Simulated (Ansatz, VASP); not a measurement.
## MgO in VASP and in Ansatz

```
CELL_PARAMETERS angstrom
0.00000 2.11265 2.11265
2.11265 0.00000 2.11265
2.11265 2.11265 0.00000
ATOMIC_POSITIONS crystal
Mg 0.00000 0.00000 0.00000
O 0.50000 0.50000 0.50000
```

Alike in both runs: task single point; functional PBE; k mesh 10 × 10 × 10; no spin polarisation.

|  | VASP | Ansatz |
| --- | --- | --- |
| version | VASP 6.6.1 | Ansatz 0.2.0 |
| potentials or method | VASP PAW PBE potentials, release 64 (Mg_sv, O), cutoff 840 eV | scalar-relativistic, plane waves, PAW |
| occupations | gaussian, width 0.01 eV | fixed |
| valence electrons in the cell | 16 | 16 |

|  | VASP | Ansatz | Ansatz less VASP |
| --- | --- | --- | --- |
| gap on the k mesh at the Fermi level (eV) | 4.65 | 4.65 | +0.003 |
| pressure (GPa) | 3.2 | 3.1 | -0.08 |
